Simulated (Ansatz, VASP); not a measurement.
NaSr: VASP beside Ansatz

```
Na Sr
1.0
    -2.06909   -3.62073    0.03345
    -0.04031    2.49883   -6.57353
     6.16749   -3.59626    0.09359
Na Sr
2 2
Direct
  0.99962 0.99978 0.99911
  0.50126 0.00023 0.50077
  0.24984 0.50010 0.75006
  0.74928 0.49989 0.25006
```

Change from the starting cell: cell x2, atoms moved at random (sigma 0.05 Å) and cell strained at random (1.5 %), then relaxed without symmetry.

Alike in both runs: functional PBE; k mesh 6 × 6 × 4; occupations gaussian, width 0.2 eV; no spin polarisation.

Ansatz relaxed the structure, and its values are those at the end. VASP's run is a single point on that final structure, the one shown.

|  | VASP | Ansatz |
| --- | --- | --- |
| version | VASP 6.6.1 | Ansatz 0.2.0 |
| potentials or method | VASP PAW PBE potentials, release 64 (Na_pv, Sr_sv), cutoff 520 eV | scalar-relativistic, plane waves, PAW |
| valence electrons in the cell | 34 | 38 |

|  | VASP | Ansatz | Ansatz less VASP |
| --- | --- | --- | --- |
| gap on the k mesh at the Fermi level (eV) | none | none | - |
| pressure (GPa) | 0.0 | 0.0 | 0.00 |

A gap of «none» marks a metal or a gap that the smearing closes. The functional is the same, so the differences come from potentials, cutoffs and numerics. VASP's potentials hold 34 valence electrons a cell and Ansatz's 38, so a difference there can come from the potentials and not from the codes.
